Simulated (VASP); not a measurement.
# BN (P6_3mc) in VASP: notebook

The runs below take BN through single point, with PBE.

All numbers are computed with VASP 6.6.1; they aren't measurements. Logs are shortened: lines on timing, memory, paths and dates and some standing lists are left out, and cuts for length are marked.

**1. The cell of the first run**

It takes space group P6_3mc (No. 186, hexagonal). The conventional cell has a = 2.516 Å, b = 2.516 Å, c = 4.098 Å, α = 90.00°, β = 90.00°, γ = 120.00°. B (site symmetry 3m) has 4 N at 1.54 Å within 2.0 Å. N (site symmetry 3m) has 4 B at 1.54 Å within 2.0 Å.

**2. Single point, PBE (strain -0.015 along x and y, -0.030 along z)**

INCAR reads:

```
SYSTEM = BN
ALGO = Normal
EDIFF = 1E-7
ENCUT = 520
GGA = PE
ISIF = 2
ISMEAR = 0
LASPH = .TRUE.
LCHARG = .FALSE.
LREAL = .FALSE.
LWAVE = .FALSE.
NBANDS = 16
NELM = 100
PREC = Accurate
SIGMA = 0.05
```

KPOINTS reads:

```
k-points
0
G
  12 12 6
  0 0 0
```

POSCAR reads:

```
BN
1.0
    2.5162613945      0.0000000000      0.0000000000
   -1.2581306973      2.1791462902      0.0000000000
    0.0000000000      0.0000000000      4.0977790991
B N
2 2
Direct
    0.6666666667      0.3333333333      0.9998058547
    0.3333333333      0.6666666667      0.4998058547
    0.6666666667      0.3333333333      0.6251941453
    0.3333333333      0.6666666667      0.1251941453
```

Potentials or basis: VASP PAW PBE potentials, release 64 (B, N).

The run is started by

```bash
$ cat potpaw_PBE.64/B/POTCAR potpaw_PBE.64/N/POTCAR > POTCAR
$ mpirun -np 1 vasp_std > vasp.out
```

OUTCAR:

```text
SYSTEM = BN
   EDIFF = 1E-7
   ENCUT = 520
   GGA = PE
   ISIF = 2
   ISMEAR = 0
   LASPH = .TRUE.
   LREAL = .FALSE.
   NELM = 100
   PREC = Accurate

 ion  position               nearest neighbor table
   1  0.667  0.333  1.000-   3 1.54   4 1.54   4 1.54   4 1.54
   2  0.333  0.667  0.500-   4 1.54   3 1.54   3 1.54   3 1.54
   3  0.667  0.333  0.625-   1 1.54   2 1.54   2 1.54   2 1.54
   4  0.333  0.667  0.125-   2 1.54   1 1.54   1 1.54   1 1.54

  LATTYP: Found a hexagonal cell.
 ALAT       =     2.5162613945
 C/A-ratio  =     1.6285188447

  Lattice vectors:

 A1 = (   2.5162613945,   0.0000000000,   0.0000000000)
 A2 = (  -1.2581306973,   2.1791462902,   0.0000000000)
 A3 = (   0.0000000000,   0.0000000000,   4.0977790991)

Analysis of symmetry for initial positions (statically):
=====================================================================
 Subroutine PRICEL returns:
 Original cell was already a primitive cell.

 Routine SETGRP: Setting up the symmetry group for a
 hexagonal supercell.

 Subroutine GETGRP returns: Found 12 space group operations
 (whereof  6 operations were pure point group operations)
 out of a pool of 24 trial point group operations.

The static configuration has the point symmetry C_3v.
 The point group associated with its full space group is C_6v.

Analysis of symmetry for dynamics (positions and initial velocities):
=====================================================================
 Subroutine PRICEL returns:
 Original cell was already a primitive cell.

 Routine SETGRP: Setting up the symmetry group for a
 hexagonal supercell.

 Subroutine GETGRP returns: Found 12 space group operations
 (whereof  6 operations were pure point group operations)
 out of a pool of 24 trial point group operations.

The dynamic configuration has the point symmetry C_3v.
 The point group associated with its full space group is C_6v.

 Subroutine INISYM returns: Found 12 space group operations
 (whereof  6 operations are pure point group operations),
 and found     1 'primitive' translations

----------------------------------------------------------------------------------------

                                     Primitive cell

  volume of cell :      22.4694

  direct lattice vectors                    reciprocal lattice vectors
     2.516261394  0.000000000  0.000000000     0.397414991  0.229447652  0.000000000
    -1.258130697  2.179146290  0.000000000     0.000000000  0.458895304  0.000000000
     0.000000000  0.000000000  4.097779099     0.000000000  0.000000000  0.244034628

  length of vectors
     2.516261394  2.516261395  4.097779099     0.458895304  0.458895304  0.244034628

  position of ions in fractional coordinates (direct lattice)
     0.666666667  0.333333333  0.999805855
     0.333333333  0.666666667  0.499805855
     0.666666667  0.333333333  0.625194145
     0.333333333  0.666666667  0.125194145

  ion indices of the primitive-cell ions
   primitive index   ion index
                 1           1
                 2           2
                 3           3
                 4           4

----------------------------------------------------------------------------------------

 KPOINTS: k-points

Automatic generation of k-mesh.
 Grid dimensions read from file:
 generate k-points for:   12   12    6

 Generating k-lattice:

  Cartesian coordinates                     Fractional coordinates (reciprocal lattice)
     0.033117916  0.019120638  0.000000000     0.083333333  0.000000000  0.000000000
     0.000000000  0.038241275  0.000000000     0.000000000  0.083333333  0.000000000
     0.000000000  0.000000000  0.040672438     0.000000000  0.000000000  0.166666667

  Length of vectors
     0.038241275  0.038241275  0.040672438

  Shift w.r.t. Gamma in fractional coordinates (k-lattice)
     0.000000000  0.000000000  0.000000000

 Subroutine IBZKPT returns following result:
 ===========================================

 Found     76 irreducible k-points:

 Following reciprocal coordinates:
            Coordinates               Weight
  0.000000  0.000000  0.000000      1.000000
  0.083333 -0.000000  0.000000      6.000000
  0.166667 -0.000000  0.000000      6.000000
  0.250000 -0.000000  0.000000      6.000000
  0.333333 -0.000000  0.000000      6.000000
  0.416667 -0.000000  0.000000      6.000000
[... 16 lines left out ...]
  0.250000 -0.000000  0.166667     12.000000
  0.333333 -0.000000  0.166667     12.000000
 [... further k-points ...]
   k-points           NKPTS =     76   k-points in BZ     NKDIM =     76   number of bands    NBANDS=     16
   number of dos      NEDOS =    301   number of ions     NIONS =      4
   total plane-waves  NPLWV =  12000
   dimension x,y,z NGX =    20 NGY =   20 NGZ =   30
   dimension x,y,z NGXF=    40 NGYF=   40 NGZF=   60
   ions per type =               2   2
   NGX,Y,Z   is equivalent  to a cutoff of  13.21, 13.21, 12.17 a.u.
   NGXF,Y,Z  is equivalent  to a cutoff of  26.43, 26.43, 24.34 a.u.
 SYSTEM =  BN
   PREC   = accura    normal or accurate (medium, high low for compatibility)
   ISTART =      0    job   : 0-new  1-cont  2-samecut
   ICHARG =      2    charge: 1-file 2-atom 10-const
   ISPIN  =      1    spin polarized calculation?
   LNONCOLLINEAR =      F non collinear calculations
   LSORBIT =      F    spin-orbit coupling
   LASPH  =      T    aspherical Exc in radial PAW
   ENCUT  =  520.0 eV  38.22 Ry    6.18 a.u.   4.68  4.68  7.62*2*pi/ulx,y,z
   NELM   =    100;   NELMIN=  2; NELMDL= -5     # of ELM steps
   EDIFF  = 0.1E-06   stopping-criterion for ELM
   LREAL  =      F    real-space projection
   EDIFFG = 0.1E-05   stopping-criterion for IOM
   NSW    =      0    number of steps for IOM
   IBRION =     -1    ionic relax: 0-MD 1-quasi-New 2-CG
   NFREE  =      0    steps in history (QN), initial steepest desc. (CG)
   ISIF   =      2    stress and relaxation
   ISYM   =      2    0-nonsym 1-usesym 2-fastsym
   POTIM  = 0.5000    time-step for ionic-motion
   TEBEG  =    0.0;   TEEND  =   0.0 temperature during run
   PSTRESS=    0.0 pullay stress
   NELECT =      16.0000    total number of electrons
   NUPDOWN=      -1.0000    fix difference up-down
   EMIN   =  10.00;   EMAX   =-10.00  energy-range for DOS
   EFERMI =   0.00;   METHOD = LEGACY
   ISMEAR =     0;   SIGMA  =   0.05  broadening in eV -4-tet -1-fermi 0-gaus
   EFERMI_NEDOS =   21; number of points for ismear=-14 and -15
   IALGO  =     38    algorithm
   IMIX   =      4    mixing-type and parameters
     AMIX     =   0.40;   BMIX     =  1.00
     AMIX_MAG =   1.60;   BMIX_MAG =  1.00
  volume/ion in A,a.u.               =       5.62        37.91
  Fermi-wavevector in a.u.,A,eV,Ry     =   1.461901  2.762592 29.077748  2.137154
  Thomas-Fermi vector in A             =   2.578178
   LORBIT       =      0    0 simple, 1 ext, 2 COOP (PROOUT), +10 PAW based schemes
   GGA     = PE    functional components
   LHFCALC =     F    Hartree Fock is set to
   AEXX    =    0.0000 exact exchange contribution
   IVDW    =     0    specifies the selected vdW correction
   LEPSILON=     F    determine dielectric tensor
   LRPA    =     F    only Hartree local field effects (RPA)
 non-spin polarized calculation
 Gauss-broadening in eV      SIGMA  =   0.05
  energy-cutoff  :      520.00
  volume of cell :       22.47
 maximum number of plane-waves:       620
 NGX is ok and might be reduce to    20
   NGX =  9   NGY =  9   NGZ = 15

 number of electron      15.9999997 magnetization

 Free energy of the ion-electron system (eV)
  ---------------------------------------------------
  ext. energy  EPLUGINS =         0.00000000
  ---------------------------------------------------
  free energy    TOTEN  =       -34.70932690 eV

  energy without entropy =      -34.70932690  energy(sigma->0) =      -34.70932690

 E-fermi :   8.4618     XC(G=0): -13.0606

 val. band max:        8.1897493758   @ k =   0.0000   0.0000   0.0000
 cond. band min:      13.3562876419   @ k =   0.3333   0.3333   0.0000
 fundamental gap:      5.1665382661
 Fermi energy:         8.4618013036

 k-point     1 :       0.0000    0.0000    0.0000
  band No.  band energies     occupation
      1     -12.7996      2.00000
      2      -8.2620      2.00000
      3      -3.1661      2.00000
      4       5.8323      2.00000
      5       5.8323      2.00000
      6       7.9558      2.00000
[... 8 lines left out ...]
     15      20.4706      0.00000
     16      25.2658      0.00000

 k-point     2 :       0.0833   -0.0000    0.0000
  band No.  band energies     occupation
      1     -12.6440      2.00000
      2      -8.1433      2.00000
      3      -3.0136      2.00000
      4       5.1257      2.00000
      5       5.5358      2.00000
      6       7.6012      2.00000
[... 8 lines left out ...]
     15      20.9361      0.00000
     16      24.9910      0.00000

 k-point     3 :       0.1667   -0.0000    0.0000
  band No.  band energies     occupation
      1     -12.1819      2.00000
      2      -7.8050      2.00000
      3      -2.5622      2.00000
      4       3.4246      2.00000
      5       4.8425      2.00000
      6       6.1804      2.00000
[... 8 lines left out ...]
     15      22.1495      0.00000
     16      24.1188      0.00000

 k-point     4 :       0.2500   -0.0000    0.0000
  band No.  band energies     occupation
      1     -11.4294      2.00000
      2      -7.3141      2.00000
      3      -1.8332      2.00000
      4       1.4124      2.00000
      5       4.0695      2.00000
      6       4.3864      2.00000
[... 8 lines left out ...]
     15      23.7264      0.00000
     16      24.2330      0.00000
[... 324 lines left out ...]
 k-point    22 :       0.1667   -0.0000    0.1667
  band No.  band energies     occupation
      1     -12.0079      2.00000
      2      -8.4118      2.00000
      3      -1.6816      2.00000
      4       3.5830      2.00000
      5       4.9866      2.00000
      6       5.6992      2.00000
[... 8 lines left out ...]
     15      21.7983      0.00000
     16      24.2440      0.00000

 k-point    23 :       0.2500   -0.0000    0.1667
  band No.  band energies     occupation
      1     -11.2605      2.00000
      2      -7.8522      2.00000
      3      -1.1190      2.00000
      4       1.6535      2.00000
      5       3.8972      2.00000
      6       4.2214      2.00000
[... 8 lines left out ...]
     15      23.3577      0.00000
     16      24.4220      0.00000

 k-point    24 :       0.3333   -0.0000    0.1667
  band No.  band energies     occupation
      1     -10.2676      2.00000
      2      -7.2580      2.00000
      3      -1.0353      2.00000
      4       0.5552      2.00000
      5       2.0688      2.00000
      6       3.5776      2.00000
[... 8 lines left out ...]
     15      24.8519      0.00000
     16      25.3239      0.00000

 [... further k-points ...]
[... 5 lines left out ...]
  --------------------------------------------------------------------------------------
  -------------------------------------------------------------------------------------
  Total        2.8027500      2.8027500      5.2636128     -0.0000000      0.0000000      0.0000000
  in kB      199.8500481    199.8500481    375.3218333     -0.0000000      0.0000000      0.0000000
  external PRESSURE =     258.3406432 kB  Pullay stress =       0.0000000 kB

 VOLUME and BASIS-vectors are now :
 -----------------------------------------------------------------------------
  energy-cutoff  :      520.00
  volume of cell :       22.47
      direct lattice vectors                 reciprocal lattice vectors
     2.516261394  0.000000000  0.000000000     0.397414991  0.229447652  0.000000000
    -1.258130697  2.179146290  0.000000000     0.000000000  0.458895304  0.000000000
     0.000000000  0.000000000  4.097779099     0.000000000  0.000000000  0.244034628

 POSITION                                       TOTAL-FORCE (eV/Angst)
 -----------------------------------------------------------------------------------
      1.25813      0.72638      4.09698         0.000000      0.000000      0.026424
     -0.00000      1.45276      2.04809         0.000000      0.000000      0.026424
      1.25813      0.72638      2.56191        -0.000000     -0.000000     -0.026424
     -0.00000      1.45276      0.51302         0.000000      0.000000     -0.026424
 -----------------------------------------------------------------------------------
    total drift:                               -0.000000     -0.000000      0.000115

  FREE ENERGIE OF THE ION-ELECTRON SYSTEM (eV)
  ---------------------------------------------------
  free  energy   TOTEN  =       -34.7093269033 eV

  energy  without entropy=      -34.7093269033  energy(sigma->0) =      -34.70932690
```

Run time: 21 s. Hardware: 1 thread of Intel Xeon Platinum 8259CL at 2.50GHz (Skylake/Cascade Lake), shared host; peak memory 0.14 GiB.

Results:

| Property | Result |
| --- | --- |
| Free energy | -34.7093 eV |
| Pressure | 25.8 GPa |
| Largest force | 0.026 eV/Å |
| Band gap on the k mesh | 5.17 eV, indirect (least direct gap 8.43 eV) |

Forces in eV/Å, atoms in the order of the input:
```
B    0.000  0.000  0.026
B    0.000  0.000  0.026
N    0.000  0.000 -0.026
N    0.000  0.000 -0.026
```

Levels at points of the mesh, in eV from the valence-band top:
```csv
k point,band 4,band 5,band 6,band 7,band 8,band 9,band 10,band 11,band 12,band 13
"(0.00, 0.00, 0.00)",-2.36,-2.36,-0.23,0.00,0.00,8.43,8.43,9.39,9.84,11.43
"(0.50, 0.00, 0.00)",-7.96,-7.22,-5.33,-4.70,-2.15,6.74,8.24,10.78,11.90,13.99
"(0.00, 0.00, 0.50)",-5.78,-1.31,-1.31,-1.31,-1.31,9.76,9.76,10.10,10.10,10.10
"(0.50, 0.00, 0.50)",-10.43,-4.00,-4.00,-3.65,-3.65,6.82,6.82,10.49,10.49,14.79
```

Caveat: the cell differs from its parent crystal (strain -0.015 along x and y, -0.030 along z). A k mesh can miss the band edges.

**3. Single point, PBE (strain -0.030 along x and y, +0.015 along z)**

INCAR reads:

```
ALGO = Normal
EDIFF = 1E-7
ENCUT = 520
GGA = PE
ISIF = 2
ISMEAR = 0
LASPH = True
LCHARG = False
LREAL = False
LWAVE = False
NBANDS = 16
NELM = 100
PREC = Accurate
SIGMA = 0.05
```

KPOINTS reads:

```
k-points
0
Gamma
  12 12 6
```

POSCAR reads:

```
BN
1.0
    2.4779426931      0.0000000000      0.0000000000
   -1.2389713465      2.1459613213      0.0000000000
    0.0000000000      0.0000000000      4.2878822532
B N
2 2
Direct
    0.6666666667      0.3333333333      0.9998058547
    0.3333333333      0.6666666667      0.4998058547
    0.6666666667      0.3333333333      0.6251941453
    0.3333333333      0.6666666667      0.1251941453
```

Potentials or basis: VASP PAW PBE potentials, release 64 (B, N).

The run is started by

```bash
$ cat potpaw_PBE.64/B/POTCAR potpaw_PBE.64/N/POTCAR > POTCAR
$ mpirun -np 1 vasp_std > vasp.out
```

It took 27 s on 1 thread of Intel Xeon Platinum 8259CL at 2.50GHz (Skylake/Cascade Lake), shared host; peak memory 0.14 GiB.

Results (log left out):

```
Free energy            : -34.6673 eV
Pressure               : 19.9 GPa
Largest force          : 0.085 eV/Å
Band gap on the k mesh : 4.96 eV, indirect (least direct gap 7.29 eV)
```

Forces on the atoms (eV/Å):
```
B    0.000  0.000 -0.085
B    0.000  0.000 -0.085
N    0.000  0.000  0.085
N    0.000  0.000  0.085
```

Stress tensor (GPa, compression positive):
```
 35.59   0.00   0.00
  0.00  35.59   0.00
  0.00   0.00 -11.44
```

Levels at points of the mesh, in eV from the valence-band top:
| k point | band 6 | band 7 | band 8 | band 9 | band 10 | band 11 |
| --- | --- | --- | --- | --- | --- | --- |
| (0.00, 0.00, 0.00) | -0.51 | 0.00 | 0.00 | 7.29 | 8.94 | 8.94 |
| (0.50, 0.00, 0.00) | -4.94 | -4.53 | -2.38 | 7.26 | 7.71 | 11.10 |
| (0.00, 0.00, 0.50) | -1.03 | -1.03 | -1.03 | 10.32 | 10.32 | 10.40 |
| (0.50, 0.00, 0.50) | -3.93 | -3.83 | -3.83 | 6.48 | 6.48 | 10.11 |

Caveat: the cell differs from its parent crystal (strain -0.030 along x and y, +0.015 along z).

**4. Single point, PBE (strain -0.015 along x and y, -0.015 along z)**

INCAR reads:

```
PREC     = Accurate       # precision mode
ENCUT    = 520            # plane-wave cutoff, eV
EDIFF    = 1E-6           # SCF threshold, eV
ISMEAR   = 0              # smearing method
SIGMA    = 0.05           # smearing width, eV
LREAL    = F              # projectors in reciprocal space
LASPH    = T              # aspherical terms in the spheres
NELM     = 60             # most SCF steps
ALGO     = Normal         # electronic algorithm
ISIF     = 2              # what is computed and relaxed
LWAVE    = F              # write WAVECAR
LCHARG   = F              # write CHGCAR
GGA      = PE             # functional
NBANDS   = 16             # bands
```

KPOINTS reads:

```
regular mesh
0
Gamma
  12 12 6
```

POSCAR reads:

```
BN
1.0
    2.5162613945      0.0000000000      0.0000000000
   -1.2581306973      2.1791462902      0.0000000000
    0.0000000000      0.0000000000      4.1611468172
B N
2 2
Direct
    0.6666666667      0.3333333333      0.9998058547
    0.3333333333      0.6666666667      0.4998058547
    0.6666666667      0.3333333333      0.6251941453
    0.3333333333      0.6666666667      0.1251941453
```

The run is started by

```bash
$ cat potpaw_PBE.64/B/POTCAR potpaw_PBE.64/N/POTCAR > POTCAR
$ mpirun -np 1 vasp_std > vasp.out
```

Wall time 20 s (1 thread of Intel Xeon Platinum 8259CL at 2.50GHz (Skylake/Cascade Lake), shared host); peak memory 0.14 GiB.

Results (log left out):

```yaml
Free_energy: -34.7707 eV
Pressure: 18.7 GPa
Largest_force: 0.037 eV/Å
Band_gap_on_the_k_mesh: 5.14 eV, indirect (least direct gap 8.46 eV)
```

Forces in eV/Å, atoms in the order of the input:
```
B    0.000  0.000 -0.037
B    0.000  0.000 -0.037
N    0.000  0.000  0.037
N    0.000  0.000  0.037
```

Stress tensor (GPa, compression positive):
```
18.61  0.00  0.00
 0.00 18.61  0.00
 0.00  0.00 18.84
```

Levels at points of the mesh, in eV from the valence-band top:
```csv
k point,band 5,band 6,band 7,band 8,band 9,band 10,band 11,band 12
"(0.00, 0.00, 0.00)",-2.20,-0.28,0.00,0.00,8.52,8.52,8.81,9.96
"(0.50, 0.00, 0.00)",-7.11,-5.17,-4.59,-2.19,6.84,8.08,10.80,11.83
"(0.00, 0.00, 0.50)",-1.22,-1.22,-1.22,-1.22,9.82,9.82,10.12,10.12
"(0.50, 0.00, 0.50)",-3.91,-3.91,-3.68,-3.68,6.73,6.73,10.28,10.28
```

Caveat: the cell differs from its parent crystal (strain -0.015 along x and y, -0.015 along z). A k mesh can miss the band edges.

(Part 1 of 2 ends here.)
